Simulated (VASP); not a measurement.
A run of VASP 6.6.1 is set up as follows.

The input INCAR:

```
SYSTEM = AlN
  ALGO = Normal
  EDIFF = 1E-7
  ENCUT = 520
  GGA = PS
  ISIF = 2
  ISMEAR = 0
  LASPH = .True.
  LCHARG = .False.
  LREAL = .False.
  LWAVE = .False.
  NBANDS = 16
  NELM = 100
  PREC = Accurate
  SIGMA = 0.05
```

KPOINTS

```
k-points
0
Gamma
  9 9 6
  0 0 0
```

POSCAR

```
AlN
1.0
    3.4006000000      0.0000000000      0.0000000000
   -1.7003000000      2.9450059881      0.0000000000
    0.0000000000      0.0000000000      4.2240000000
Al N
2 2
Direct
    0.3333333333      0.6666666667      0.7500000000
    0.6666666667      0.3333333333      0.2500000000
    0.3333333333      0.6666666667      0.2500000000
    0.6666666667      0.3333333333      0.7500000000
```

Potentials or basis: VASP PAW PBE potentials, release 64 (Al, N).

Launch:

```console
$ cat potpaw_PBE.64/Al/POTCAR potpaw_PBE.64/N/POTCAR > POTCAR
$ mpirun -np 1 vasp_std > vasp.out
```

(1) What does it give for the band gap on the k mesh?

(2) Estimate the pressure.

Answers

(1) 2.79 eV, direct.

(2) -14.8 GPa.

Caveat: the PAW data sets were made with another functional, which shifts forces and pressure a little.
